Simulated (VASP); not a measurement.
CuCl: electric field gradients with PBE

Crystal: CuCl.

```
Cu Cl
1.0
     0.00000    2.73693    2.73693
     2.73693    0.00000    2.73693
     2.73693    2.73693    0.00000
Cu Cl
1 1
Direct
  0.00000 0.00000 0.00000
  0.75000 0.75000 0.75000
```

This cell differs from its parent crystal: volume scaled by 1.03.

```
Program                : VASP 6.6.1
Task                   : electric field gradients
Functional             : PBE
Potentials or basis    : VASP PAW PBE potentials, release 64 (Cu, Cl)
Cutoff                 : 520 eV
k mesh                 : 13 × 13 × 13
Occupations            : fermi-dirac, width 0.05 eV
Spin                   : no spin polarisation
Dipole correction      : no
Further INCAR settings : ALGO = Normal; EDIFF = 1e-08; NBANDS = 16
```

```yaml
Pressure: -1.2 GPa
Band_gap_on_the_k_mesh: 0.48 eV, direct
```

Levels at points of the mesh, in eV from the valence-band top:
```csv
k point,band 6,band 7,band 8,band 9,band 10,band 11,band 12,band 13
"(0.00, 0.00, 0.00)",-1.37,0.00,0.00,0.00,0.48,6.75,6.75,6.75
```

Wall time 48 s on 1 thread of AMD EPYC 9R45 96-Core Processor (Zen 5), with other jobs on the host, peak memory 0.17 GiB.

Caveat: without QUAD_EFG the Cq values of the log hold for a quadrupole moment of 1 mb, not for the nuclei. A k mesh can miss the band edges.
